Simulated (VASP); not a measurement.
# RbTi (CsCl type) in VASP: notebook, part 2 of 3

VASP 6.6.1. Earlier steps stand in the parts before.

## 4. Electric field gradients, PBEsol (30.87 Å³/atom)

This run uses another cell than the first one, of 30.87 Å³/atom.

INCAR reads:

```
SYSTEM = RbTi
ALGO = Normal ; EDIFF = 1E-8
ENCUT = 520 ; GGA = PS
ISIF = 2 ; ISMEAR = -1
LASPH = .TRUE. ; LCHARG = .FALSE.
LEFG = .TRUE. ; LREAL = .FALSE.
LWAVE = .FALSE. ; NBANDS = 18
NELM = 60 ; PREC = Accurate
SIGMA = 0.03
```

KPOINTS reads:

```
k-points
0
G
  10 10 10
  0 0 0
```

POSCAR reads:

```
RbTi
1.0
    3.9522316920      0.0000000000      0.0000000000
    0.0000000000      3.9522316920      0.0000000000
    0.0000000000      0.0000000000      3.9522316920
Rb Ti
1 1
Direct
    0.0000000000      0.0000000000      0.0000000000
    0.5000000000      0.5000000000      0.5000000000
```

Potentials or basis: VASP PAW PBE potentials, release 64 (Rb_sv, Ti_sv).

Started as:

```
cat potpaw_PBE.64/Rb_sv/POTCAR potpaw_PBE.64/Ti_sv/POTCAR > POTCAR
mpirun -np 1 vasp_std > vasp.out
```

OUTCAR:

```text
SYSTEM = RbTi
   EDIFF = 1E-8
   ENCUT = 520
   GGA = PS
   ISIF = 2
   ISMEAR = -1
   LASPH = .TRUE.
   LREAL = .FALSE.
   NELM = 60
   PREC = Accurate

 ion  position               nearest neighbor table
   1  0.000  0.000  0.000-   2 3.42   2 3.42   2 3.42   2 3.42   2 3.42   2 3.42   2 3.42   2 3.42

   2  0.500  0.500  0.500-   1 3.42   1 3.42   1 3.42   1 3.42   1 3.42   1 3.42   1 3.42   1 3.42

  LATTYP: Found a simple cubic cell.
 ALAT       =     3.9522316920

  Lattice vectors:

 A1 = (   3.9522316920,   0.0000000000,   0.0000000000)
 A2 = (   0.0000000000,   3.9522316920,   0.0000000000)
 A3 = (   0.0000000000,   0.0000000000,   3.9522316920)

Analysis of symmetry for initial positions (statically):
=====================================================================
 Subroutine PRICEL returns:
 Original cell was already a primitive cell.

 Routine SETGRP: Setting up the symmetry group for a
 simple cubic supercell.

 Subroutine GETGRP returns: Found 48 space group operations
[... 693 lines left out ...]
     3.952231692  0.000000000  0.000000000     0.253021603  0.000000000  0.000000000
     0.000000000  3.952231692  0.000000000     0.000000000  0.253021603  0.000000000
     0.000000000  0.000000000  3.952231692     0.000000000  0.000000000  0.253021603

 POSITION                                       TOTAL-FORCE (eV/Angst)
 -----------------------------------------------------------------------------------
      0.00000      0.00000      0.00000         0.000000      0.000000      0.000000
      1.97612      1.97612      1.97612         0.000000      0.000000      0.000000
 -----------------------------------------------------------------------------------
    total drift:                                0.000000      0.000000      0.000000

  FREE ENERGIE OF THE ION-ELECTRON SYSTEM (eV)
  ---------------------------------------------------
  free  energy   TOTEN  =        -5.5090949979 eV

  energy  without entropy=       -5.5011007401  energy(sigma->0) =       -5.50509787

 Electric field gradients (V/A^2)
---------------------------------------------------------------------
 ion       V_xx      V_yy      V_zz      V_xy      V_xz      V_yz
---------------------------------------------------------------------
   1       0.000     0.000     0.000     0.000    -0.000    -0.000
   2      -0.000    -0.000    -0.000     0.000     0.000     0.000
---------------------------------------------------------------------

 Electric field gradients after diagonalization (V/A^2)
 (convention: |V_zz| > |V_xx| > |V_yy|)
----------------------------------------------------------------------
 ion       V_xx      V_yy      V_zz     asymmetry (V_yy - V_xx)/ V_zz
----------------------------------------------------------------------
   1       0.000     0.000     0.000      -0.546
   2      -0.000    -0.000    -0.000      -0.173
----------------------------------------------------------------------

           NMR quadrupolar parameters

 Cq : quadrupolar parameter    Cq=e*Q*V_zz/h
 eta: asymmetry parameters     (V_yy - V_xx)/ V_zz
 Q  : nuclear electric quadrupole moment in mb (millibarn)
----------------------------------------------------------------------
 ion       Cq(MHz)       eta       Q (mb)
----------------------------------------------------------------------
   1       0.000      -0.546       1.000
   2      -0.000      -0.173       1.000
----------------------------------------------------------------------
```

OSZICAR:

```text
N       E                     dE             d eps       ncg     rms          rms(c)
DAV:   1     0.190663420276E+03    0.19066E+03   -0.10511E+04  2016   0.116E+03
DAV:   2     0.125629154476E+02   -0.17810E+03   -0.17335E+03  2136   0.323E+02
DAV:   3    -0.603193726899E+01   -0.18595E+02   -0.18332E+02  3678   0.876E+01
DAV:   4    -0.701514936570E+01   -0.98321E+00   -0.97697E+00  2376   0.169E+01
DAV:   5    -0.706373572544E+01   -0.48586E-01   -0.48576E-01  2916   0.301E+00    0.102E+01
DAV:   6    -0.626357512637E+01    0.80016E+00   -0.28228E+01  2258   0.238E+01    0.675E+00
DAV:   7    -0.552486101032E+01    0.73871E+00   -0.98277E+00  2284   0.141E+01    0.305E+00
DAV:   8    -0.553681614070E+01   -0.11955E-01   -0.93420E-01  2182   0.473E+00    0.129E+00
DAV:   9    -0.550834997659E+01    0.28466E-01   -0.26761E-01  2222   0.258E+00    0.313E-01
DAV:  10    -0.550922379890E+01   -0.87382E-03   -0.58922E-03  2464   0.521E-01    0.896E-02
DAV:  11    -0.550909421967E+01    0.12958E-03   -0.18277E-03  2624   0.218E-01    0.399E-02
DAV:  12    -0.550909402329E+01    0.19637E-06   -0.76591E-05  2186   0.497E-02    0.139E-02
DAV:  13    -0.550909525305E+01   -0.12298E-05   -0.44487E-06  2408   0.157E-02    0.706E-03
DAV:  14    -0.550909495035E+01    0.30270E-06   -0.46970E-06  2406   0.109E-02    0.804E-04
DAV:  15    -0.550909495971E+01   -0.93605E-08   -0.12210E-07  2290   0.199E-03    0.590E-04
DAV:  16    -0.550909501034E+01   -0.50632E-07   -0.22220E-08  1564   0.104E-03    0.116E-04
DAV:  17    -0.550909500011E+01    0.10230E-07   -0.11355E-09  1110   0.299E-04    0.422E-05
DAV:  18    -0.550909499788E+01    0.22274E-08   -0.30303E-10  1106   0.148E-04
   1 F= -.55090950E+01 E0= -.55050979E+01  d E =-.799426E-02
```

stdout:

```text
POSCAR found type information on POSCAR RbTi
 POSCAR found :  2 types and       2 ions
 scaLAPACK will be used
 -----------------------------------------------------------------------------
|                                                                             |
|                                                                             |
|     You enforced a specific xc type in the INCAR file but a different       |
|     I HOPE YOU KNOW WHAT YOU ARE DOING!                                     |
|                                                                             |
 -----------------------------------------------------------------------------

 LDA part: xc-table for (Slater+PW92), standard interpolation
 POSCAR, INCAR and KPOINTS ok, starting setup
 FFT: planning ... GRIDC
 FFT: planning ... GRID_SOFT
 FFT: planning ... GRID
 WAVECAR not read
 entering main loop
ion   1

ion   2
```

Wall time 36 s (1 thread of Intel Xeon Platinum 8559C (Emerald Rapids), shared host); peak memory 0.2 GiB.

Results:

```
Free energy                             : -5.5091 eV
Pressure                                : 0.8 GPa
Band gap on the k mesh                  : zero (an odd number of electrons rules out a gap without spin polarisation)
Largest electric field gradient by atom : under 0.05 V/Å² on every atom
```

Caveat: the PAW data sets were made with another functional, which shifts forces and pressure a little.

## 5. Electric field gradients, PBEsol

This run uses another cell than the first one, of 30.87 Å³/atom.

INCAR reads:

```
PREC     = Accurate       # precision mode
ENCUT    = 520            # plane-wave cutoff, eV
EDIFF    = 1E-8           # SCF threshold, eV
ISMEAR   = -5             # smearing method
SIGMA    = 0.1            # smearing width, eV
LREAL    = F              # projectors in reciprocal space
LASPH    = T              # aspherical terms in the spheres
NELM     = 100            # most SCF steps
ALGO     = Normal         # electronic algorithm
ISIF     = 2              # what is computed and relaxed
LWAVE    = F              # write WAVECAR
LCHARG   = F              # write CHGCAR
GGA      = PS             # functional
LEFG     = T            
NBANDS   = 18             # bands
```

KPOINTS reads:

```
Automatic mesh
0
Gamma
  10 10 10
```

POSCAR is that of step 4.

Potentials or basis: VASP PAW PBE potentials, release 64 (Rb_sv, Ti_sv).

Started as:

```
cat potpaw_PBE.64/Rb_sv/POTCAR potpaw_PBE.64/Ti_sv/POTCAR > POTCAR
mpirun -np 1 vasp_std > vasp.out
```

OUTCAR:

```text
PREC = Accurate
   ENCUT = 520
   EDIFF = 1E-8
   ISMEAR = -5
   LREAL = F
   LASPH = T
   NELM = 100
   ISIF = 2
   GGA = PS

 ion  position               nearest neighbor table
   1  0.000  0.000  0.000-   2 3.42   2 3.42   2 3.42   2 3.42   2 3.42   2 3.42   2 3.42   2 3.42

   2  0.500  0.500  0.500-   1 3.42   1 3.42   1 3.42   1 3.42   1 3.42   1 3.42   1 3.42   1 3.42

  LATTYP: Found a simple cubic cell.
 ALAT       =     3.9522316920

  Lattice vectors:

 A1 = (   3.9522316920,   0.0000000000,   0.0000000000)
 A2 = (   0.0000000000,   3.9522316920,   0.0000000000)
 A3 = (   0.0000000000,   0.0000000000,   3.9522316920)

Analysis of symmetry for initial positions (statically):
=====================================================================
 Subroutine PRICEL returns:
 Original cell was already a primitive cell.

 Routine SETGRP: Setting up the symmetry group for a
 simple cubic supercell.

 Subroutine GETGRP returns: Found 48 space group operations
 (whereof 48 operations were pure point group operations)
 out of a pool of 48 trial point group operations.

The static configuration has the point symmetry O_h .

Analysis of symmetry for dynamics (positions and initial velocities):
=====================================================================
 Subroutine PRICEL returns:
 Original cell was already a primitive cell.

 Routine SETGRP: Setting up the symmetry group for a
 simple cubic supercell.

 Subroutine GETGRP returns: Found 48 space group operations
 (whereof 48 operations were pure point group operations)
 out of a pool of 48 trial point group operations.

The dynamic configuration has the point symmetry O_h .

 Subroutine INISYM returns: Found 48 space group operations
[... 159 lines left out ...]
      3     -30.5271      2.00000
      4     -30.5271      2.00000
      5     -24.0477      2.00000
      6      -8.0483      2.00000
[... 481 lines left out ...]
      5     -24.0146      2.00000
      6      -8.4689      2.00000
[... 10 lines left out ...]
     17       7.9593      0.00000
     18       7.9759      0.00000

 [... further k-points ...]

------------------------ aborting loop because EDIFF is reached ----------------------------------------

  FORCE on cell =-STRESS in cart. coord.  units (eV):
  Direction    XX          YY          ZZ          XY          YZ          ZX
  --------------------------------------------------------------------------------------
  -------------------------------------------------------------------------------------
  Total        0.3056298      0.3056298      0.3056298      0.0000000     -0.0000000      0.0000000
  in kB        7.9319330      7.9319330      7.9319330      0.0000000     -0.0000000      0.0000000
  external PRESSURE =       7.9319330 kB  Pullay stress =       0.0000000 kB

 VOLUME and BASIS-vectors are now :
 -----------------------------------------------------------------------------
  energy-cutoff  :      520.00
  volume of cell :       61.73
      direct lattice vectors                 reciprocal lattice vectors
     3.952231692  0.000000000  0.000000000     0.253021603  0.000000000  0.000000000
     0.000000000  3.952231692  0.000000000     0.000000000  0.253021603  0.000000000
     0.000000000  0.000000000  3.952231692     0.000000000  0.000000000  0.253021603

 POSITION                                       TOTAL-FORCE (eV/Angst)
 -----------------------------------------------------------------------------------
      0.00000      0.00000      0.00000         0.000000      0.000000      0.000000
      1.97612      1.97612      1.97612         0.000000      0.000000      0.000000
 -----------------------------------------------------------------------------------
    total drift:                                0.000000      0.000000      0.000000

  FREE ENERGIE OF THE ION-ELECTRON SYSTEM (eV)
  ---------------------------------------------------
  free  energy   TOTEN  =        -5.5031948713 eV

  energy  without entropy=       -5.5031948713  energy(sigma->0) =       -5.50319487

 Electric field gradients (V/A^2)
---------------------------------------------------------------------
 ion       V_xx      V_yy      V_zz      V_xy      V_xz      V_yz
---------------------------------------------------------------------
   1      -0.000    -0.000     0.000     0.000    -0.000    -0.000
   2      -0.000    -0.000     0.000    -0.000    -0.000     0.000
---------------------------------------------------------------------

 Electric field gradients after diagonalization (V/A^2)
 (convention: |V_zz| > |V_xx| > |V_yy|)
----------------------------------------------------------------------
 ion       V_xx      V_yy      V_zz     asymmetry (V_yy - V_xx)/ V_zz
----------------------------------------------------------------------
   1      -0.000    -0.000     0.000       0.157
   2      -0.000    -0.000     0.000       0.316
----------------------------------------------------------------------

           NMR quadrupolar parameters

 Cq : quadrupolar parameter    Cq=e*Q*V_zz/h
 eta: asymmetry parameters     (V_yy - V_xx)/ V_zz
 Q  : nuclear electric quadrupole moment in mb (millibarn)
----------------------------------------------------------------------
 ion       Cq(MHz)       eta       Q (mb)
----------------------------------------------------------------------
   1       0.000       0.157       1.000
   2       0.000       0.316       1.000
----------------------------------------------------------------------
```

Wall time 37 s (1 thread of Intel Xeon Platinum 8559C (Emerald Rapids), shared host); peak memory 0.2 GiB.

Results:

| Item | Value |
| --- | --- |
| Free energy | -5.5032 eV |
| Pressure | 0.8 GPa |
| Band gap on the k mesh | zero (an odd number of electrons rules out a gap without spin polarisation) |
| Largest electric field gradient by atom | under 0.05 V/Å² on every atom |

Caveat: the PAW data sets were made with another functional, which shifts forces and pressure a little; tetrahedron occupations give inexact forces and stress in metals.

[end of part 2 of 3]
